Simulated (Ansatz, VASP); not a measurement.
AlNi3 in VASP and in Ansatz

```
Al Ni
1.0
     0.00000    2.79841    2.79841
     2.79841    0.00000    2.79841
     2.79841    2.79841    0.00000
Al Ni
1 3
Direct
  0.50305 0.49695 0.49695
  0.25265 0.24735 0.24735
  0.99330 0.00670 0.00670
  0.75265 0.74735 0.74735
```

Change from the starting cell: mode 7 (244.2 1/cm) frozen in, largest displacement +0.037 Å.

Alike in both runs: task single point; functional PBEsol; k mesh 14 × 14 × 14; occupations gaussian, width 0.15 eV; no spin polarisation.

```csv
,VASP,Ansatz
version,VASP 6.6.1,Ansatz 0.2.0
potentials or method,"VASP PAW PBE potentials, release 64 (Al, Ni), cutoff 520 eV","scalar-relativistic, plane waves, PAW"
valence electrons in the cell,33,57
```

```tsv
	VASP	Ansatz	Ansatz less VASP
gap on the k mesh at the Fermi level (eV)	none	none	-
pressure (GPa)	0.3	0.2	-0.08
rms of the force components (eV/Å)	0.162	0.163	+0.0011
```

VASP's potentials were made for PBE, not for PBEsol. Atom by atom the forces differ by 0.001 eV/Å (rms over components). A gap of «none» marks a metal or a gap that the smearing closes. VASP's potentials hold 33 valence electrons a cell and Ansatz's 57, so a difference there can come from the potentials and not from the codes.
